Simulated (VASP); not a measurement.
AlN: single point with PBEsol

The system is AlN.

```
CELL_PARAMETERS angstrom
-4.38250 4.38250 0.00000
-4.38250 0.00000 4.38250
0.00000 4.38250 4.38250
ATOMIC_POSITIONS crystal
Al 0.97824 0.99865 0.99203
Al 0.48141 0.02213 0.00768
Al 0.99373 0.50199 0.00046
Al 0.99741 0.99577 0.49297
Al 0.49814 0.52052 0.00741
Al 0.49920 0.99793 0.51646
Al 0.01289 0.48261 0.50576
Al 0.50858 0.50718 0.49765
N 0.61259 0.64712 0.11837
N 0.12002 0.60595 0.13063
N 0.62374 0.14828 0.12377
N 0.62449 0.61843 0.62825
N 0.12042 0.12697 0.11786
N 0.12497 0.63300 0.61173
N 0.60546 0.12669 0.63428
N 0.13306 0.11105 0.61805
```

This cell differs from its parent crystal: dynamics (nvt langevin) at 450 K, volume x 1.01, from the last frame before.

| Item | Value |
| --- | --- |
| Program | VASP 6.6.1 |
| Task | single point |
| Functional | PBEsol |
| Potentials or basis | VASP PAW PBE potentials, release 64 (Al, N) |
| Cutoff | 520 eV |
| k mesh | 2 × 2 × 2, shifted |
| Occupations | fermi-dirac, width 0.0388 eV |
| Spin | no spin polarisation |

| Item | Value |
| --- | --- |
| Pressure | 0.5 GPa |
| Largest force | 2.564 eV/Å |
| Band gap on the k mesh | 3.84 eV |

Forces on the atoms (eV/Å):
```
Al  -0.976  2.037 -0.193
Al  -0.526  0.409 -0.431
Al   0.050 -0.621 -0.724
Al  -0.139 -0.563  0.536
Al   1.515 -1.438 -1.487
Al   0.256 -1.101 -1.732
Al   0.110 -1.176  0.310
Al   1.214 -0.908 -0.279
N   -0.803  1.619  0.679
N   -1.438 -0.094  1.155
N    1.705 -0.191 -0.015
N   -1.161  0.869  0.711
N    0.865 -0.792  0.398
N    0.753  1.111 -0.078
N   -2.017  1.115  0.437
N    0.590 -0.278  0.713
```

Stress tensor (GPa, compression positive):
```
 0.45 -2.51 -2.00
-2.51  0.64  0.89
-2.00  0.89  0.45
```

Levels at points of the mesh, in eV from the valence-band top:
| k point | band 30 | band 31 | band 32 | band 33 | band 34 | band 35 |
| --- | --- | --- | --- | --- | --- | --- |
| (0.25, 0.25, 0.25) | -0.33 | -0.05 | -0.01 | 3.85 | 3.92 | 4.11 |

Run time: 5.6 min on 1 thread of Intel(R) Xeon(R) Platinum 8259CL CPU @ 2.50GHz (Skylake/Cascade Lake), with other jobs on the host, peak memory 0.34 GiB.

Caveat: the k points lie up to 0.62 Å⁻¹ apart; the atoms stand as in a frame of molecular dynamics; the PAW data sets were made with another functional, which shifts forces and pressure a little; a shifted mesh leaves out Γ, where band edges can lie. A k mesh can miss the band edges.
